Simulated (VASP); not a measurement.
# Cd (P6_3/mmc) in VASP: further runs, part 2 of 2

VASP 6.6.1.

### Step 4. Relaxation of cell and atoms, PBEsol

This run uses another cell than the first one, of 21.06 Å³/atom.

Contents of INCAR:

```
SYSTEM = Cd
  ALGO = Fast
  EDIFF = 1E-6
  EDIFFG = -0.001
  ENCUT = 600
  GGA = PS
  IBRION = 2
  ISIF = 3
  ISMEAR = -1
  LASPH = .True.
  LCHARG = .False.
  LREAL = .False.
  LWAVE = .False.
  NELM = 60
  NSW = 80
  PREC = Accurate
  SIGMA = 0.15
```

Contents of KPOINTS:

```
k-points
0
Gamma
  18 18 8
  0 0 0
```

Contents of POSCAR:

```
Cd
1.0
    2.9442122161      0.0000000000      0.0000000000
   -1.4721061080      2.5497625733      0.0000000000
    0.0000000000      0.0000000000      5.6103195833
Cd
2
Direct
    0.3333333333      0.6666666667      0.2500000000
    0.6666666667      0.3333333333      0.7500000000
```

Potentials or basis: VASP PAW PBE potentials, release 64 (Cd).

On the command line:

```
cat potpaw_PBE.64/Cd/POTCAR > POTCAR
mpirun -np 1 vasp_std > vasp.out
```

OUTCAR:

```text
SYSTEM = Cd
   EDIFF = 1E-6
   EDIFFG = -0.001
   ENCUT = 600
   GGA = PS
   IBRION = 2
   ISIF = 3
   ISMEAR = -1
   LASPH = .True.
   LREAL = .False.
   NELM = 60
   NSW = 80
   PREC = Accurate

 ion  position               nearest neighbor table
   1  0.333  0.667  0.250-   2 3.28   2 3.28   2 3.28   2 3.28   2 3.28   2 3.28
   2  0.667  0.333  0.750-   1 3.28   1 3.28   1 3.28   1 3.28   1 3.28   1 3.28

  LATTYP: Found a hexagonal cell.
 ALAT       =     2.9442122161
 C/A-ratio  =     1.9055418467

  Lattice vectors:

 A1 = (   2.9442122161,   0.0000000000,   0.0000000000)
 A2 = (  -1.4721061080,   2.5497625733,   0.0000000000)
 A3 = (   0.0000000000,   0.0000000000,   5.6103195833)

Analysis of symmetry for initial positions (statically):
=====================================================================
 Subroutine PRICEL returns:
 Original cell was already a primitive cell.

 Routine SETGRP: Setting up the symmetry group for a
 hexagonal supercell.

 Subroutine GETGRP returns: Found 24 space group operations
 (whereof 12 operations were pure point group operations)
 out of a pool of 24 trial point group operations.

The static configuration has the point symmetry D_3d.
 The point group associated with its full space group is D_6h.

Analysis of symmetry for dynamics (positions and initial velocities):
=====================================================================
 Subroutine PRICEL returns:
 Original cell was already a primitive cell.

 Routine SETGRP: Setting up the symmetry group for a
 hexagonal supercell.

 Subroutine GETGRP returns: Found 24 space group operations
 (whereof 12 operations were pure point group operations)
 out of a pool of 24 trial point group operations.

The dynamic configuration has the point symmetry D_3d.
 The point group associated with its full space group is D_6h.

 Subroutine INISYM returns: Found 24 space group operations
 (whereof 12 operations are pure point group operations),
 and found     1 'primitive' translations

----------------------------------------------------------------------------------------

                                     Primitive cell

  volume of cell :      42.1169

  direct lattice vectors                    reciprocal lattice vectors
     2.944212216  0.000000000  0.000000000     0.339649430  0.196096690  0.000000000
    -1.472106108  2.549762573  0.000000000     0.000000000  0.392193379  0.000000000
     0.000000000  0.000000000  5.610319583     0.000000000  0.000000000  0.178242966

  length of vectors
     2.944212216  2.944212216  5.610319583     0.392193379  0.392193379  0.178242966

  position of ions in fractional coordinates (direct lattice)
     0.333333333  0.666666667  0.250000000
     0.666666667  0.333333333  0.750000000

  ion indices of the primitive-cell ions
   primitive index   ion index
                 1           1
                 2           2

----------------------------------------------------------------------------------------

 KPOINTS: k-points

Automatic generation of k-mesh.
[... 61 lines left out ...]
   LNONCOLLINEAR =      F non collinear calculations
   LSORBIT =      F    spin-orbit coupling
   LASPH  =      T    aspherical Exc in radial PAW
   ENCUT  =  600.0 eV  44.10 Ry    6.64 a.u.   5.88  5.88 11.21*2*pi/ulx,y,z
   NELM   =     60;   NELMIN=  2; NELMDL= -5     # of ELM steps
   EDIFF  = 0.1E-05   stopping-criterion for ELM
   LREAL  =      F    real-space projection
   EDIFFG = -.1E-02   stopping-criterion for IOM
   NSW    =     80    number of steps for IOM
   IBRION =      2    ionic relax: 0-MD 1-quasi-New 2-CG
   NFREE  =      1    steps in history (QN), initial steepest desc. (CG)
   ISIF   =      3    stress and relaxation
   ISYM   =      2    0-nonsym 1-usesym 2-fastsym
   POTIM  = 0.5000    time-step for ionic-motion
   TEBEG  =    0.0;   TEEND  =   0.0 temperature during run
   PSTRESS=    0.0 pullay stress
   NELECT =      24.0000    total number of electrons
   NUPDOWN=      -1.0000    fix difference up-down
   EMIN   =  10.00;   EMAX   =-10.00  energy-range for DOS
   EFERMI =   0.00;   METHOD = LEGACY
   ISMEAR =    -1;   SIGMA  =   0.15  broadening in eV -4-tet -1-fermi 0-gaus
   EFERMI_NEDOS =   21; number of points for ismear=-14 and -15
   IALGO  =     68    algorithm
   IMIX   =      4    mixing-type and parameters
     AMIX     =   0.40;   BMIX     =  1.00
     AMIX_MAG =   1.60;   BMIX_MAG =  1.00
  volume/ion in A,a.u.               =      21.06       142.11
  Fermi-wavevector in a.u.,A,eV,Ry     =   1.357250  2.564830 25.063657  1.842127
  Thomas-Fermi vector in A             =   2.484184
   LORBIT       =      0    0 simple, 1 ext, 2 COOP (PROOUT), +10 PAW based schemes
   GGA     = PS    functional components
   LHFCALC =     F    Hartree Fock is set to
   AEXX    =    0.0000 exact exchange contribution
   IVDW    =     0    specifies the selected vdW correction
   LEPSILON=     F    determine dielectric tensor
   LRPA    =     F    only Hartree local field effects (RPA)
 conjugate gradient relaxation of ions
 non-spin polarized calculation
 RMM-DIIS sequential band-by-band and
  energy-cutoff  :      600.00
  volume of cell :       42.12
 maximum number of plane-waves:      1428
 NGX is ok and might be reduce to    24
   NGX = 11   NGY = 11   NGZ = 23

--------------------------------------- Ionic step        1  -------------------------------------------

 number of electron      24.0000015 magnetization

 Free energy of the ion-electron system (eV)
  ---------------------------------------------------
  ext. energy  EPLUGINS =         0.00000000
  ---------------------------------------------------
  free energy    TOTEN  =        -2.41707484 eV

  energy without entropy =       -2.38092295  energy(sigma->0) =       -2.39899890

------------------------ aborting loop because EDIFF is reached ----------------------------------------

  FORCE on cell =-STRESS in cart. coord.  units (eV):
  Direction    XX          YY          ZZ          XY          YZ          ZX
  --------------------------------------------------------------------------------------
  -------------------------------------------------------------------------------------
  Total        0.2033875      0.2033875     -0.0440698      0.0000000     -0.0000000      0.0000000
  in kB        7.7371025      7.7371025     -1.6764696      0.0000000     -0.0000000      0.0000000
  external PRESSURE =       4.5992452 kB  Pullay stress =       0.0000000 kB
[... 89 lines left out ...]
  FREE ENERGIE OF THE ION-ELECTRON SYSTEM (eV)
  ---------------------------------------------------
  free  energy   TOTEN  =        -2.4180598787 eV

  energy  without entropy=       -2.3805061787  energy(sigma->0) =       -2.39928303

[... ionic steps 4 to 7 ...]

--------------------------------------- Ionic step        8  -------------------------------------------

 number of electron      23.9999999 magnetization

------------------------ aborting loop because EDIFF is reached ----------------------------------------
[... 67 lines left out ...]
--------------------------------------- Ionic step       10  -------------------------------------------

 number of electron      23.9999999 magnetization

 Free energy of the ion-electron system (eV)
  ---------------------------------------------------
  ext. energy  EPLUGINS =         0.00000000
  ---------------------------------------------------
  free energy    TOTEN  =        -2.41934240 eV

  energy without entropy =       -2.38018617  energy(sigma->0) =       -2.39976428

 E-fermi :   3.0261     XC(G=0): -11.3432

 val. band max:        3.0050712643   @ k =   0.2778   0.0556   0.0000
 cond. band min:       3.0395121605   @ k =   0.5000   0.0000   0.5000
 fundamental gap:      0.0344408961
 Fermi energy:         3.0260888476

 k-point     1 :       0.0000    0.0000    0.0000
  band No.  band energies     occupation
      1      -6.9540      2.00000
      2      -6.6482      2.00000
      3      -6.2773      2.00000
      4      -6.2773      2.00000
      5      -6.2180      2.00000
      6      -6.2180      2.00000
[... 433 lines left out ...]
      3      -6.6821      2.00000
      4      -6.1867      2.00000
      5      -6.0744      2.00000
      6      -5.9595      2.00000
[... 8 lines left out ...]
     15       7.5206      0.00000
     16       9.1287      0.00000

 [... further k-points ...]

------------------------ aborting loop because EDIFF is reached ----------------------------------------

  FORCE on cell =-STRESS in cart. coord.  units (eV):
  Direction    XX          YY          ZZ          XY          YZ          ZX
  --------------------------------------------------------------------------------------
  -------------------------------------------------------------------------------------
  Total       -0.0004042     -0.0004042      0.0009876     -0.0000000      0.0000000     -0.0000000
  in kB       -0.0153670     -0.0153670      0.0375486     -0.0000000      0.0000000     -0.0000000
  external PRESSURE =       0.0022716 kB  Pullay stress =       0.0000000 kB
[... 17 lines left out ...]
  FREE ENERGIE OF THE ION-ELECTRON SYSTEM (eV)
  ---------------------------------------------------
  free  energy   TOTEN  =        -2.4193424011 eV

  energy  without entropy=       -2.3801861652  energy(sigma->0) =       -2.39976428

 reached required accuracy - stopping structural energy minimisation
```

Run time: 3.8 min. Hardware: 1 thread of AMD EPYC 9R45 (Zen 5), shared host; peak memory 0.24 GiB.

Results:

```
Free energy                           : -2.4193 eV
Relaxed volume                        : 21.07 Å³/atom
Relaxed cell                          : a = 2.971 Å, b = 2.971 Å, c = 5.513 Å, α = 90.00°, β = 90.00°, γ = 120.00°
Space group after relaxing (to 0.1 Å) : P6_3/mmc (No. 194)
Energy gained by relaxing             : 1.1 meV/atom
Ionic steps                           : 10
Pressure after relaxing               : 0.0 GPa
Band gap on the k mesh                : zero (bands 12 and 13 overlap by 4.27 eV)
```

The path:
```csv
step,energy change (eV),largest force (eV/Å),pressure (GPa),volume (Å³)
1,0.0000,0.0000,0.46,42.12
2,-0.0010,0.0000,-0.25,42.49
3,-0.0010,0.0000,-0.21,42.48
4,-0.0015,0.0000,-0.16,42.39
5,-0.0022,0.0000,0.05,42.13
6,-0.0023,0.0000,0.12,42.09
7,-0.0023,0.0000,0.04,42.10
8,-0.0023,0.0000,-0.06,42.15
9,-0.0023,0.0000,-0.02,42.14
10,-0.0023,0.0000,0.00,42.14
```

Final structure:
```
Cd
1.0
     2.97096    0.00000    0.00000
    -1.48548    2.57293    0.00000
     0.00000    0.00000    5.51254
Cd
2
Direct
  0.33333 0.66667 0.25000
  0.66667 0.33333 0.75000
```

Caveat: the PAW data sets were made with another functional, which shifts forces and pressure a little.

### Step 5. The runs side by side

| task | cell | cutoff (eV) | smearing | gap on the mesh (eV) | pressure (GPa) |
| --- | --- | --- | --- | --- | --- |
| single point | a = 2.964, b = 2.964, c = 5.517 Å, angles 90.0, 90.0, 120.0°, 2 atoms | 520 | fermi-dirac 0.15 eV | none | 0.4 |
| single point | a = 2.944, b = 2.944, c = 5.610 Å, angles 90.0, 90.0, 120.0°, 2 atoms | 520 | gaussian 0.1 eV | none | 0.4 |
| relaxation of cell and atoms | relaxed from a = 2.944, b = 2.944, c = 5.610 Å, angles 90.0, 90.0, 120.0°, 2 atoms | 600 | fermi-dirac 0.15 eV | none | 0.0 |

Alike in all rows: level PBEsol; potentials or basis VASP PAW PBE potentials, release 64 (Cd); no spin polarisation; k mesh 18 × 18 × 8.

Caveats: the PAW data sets were made with another functional, which shifts forces and pressure a little.

Total energies depend on the potentials used, so only differences within one code and one set of settings carry meaning.
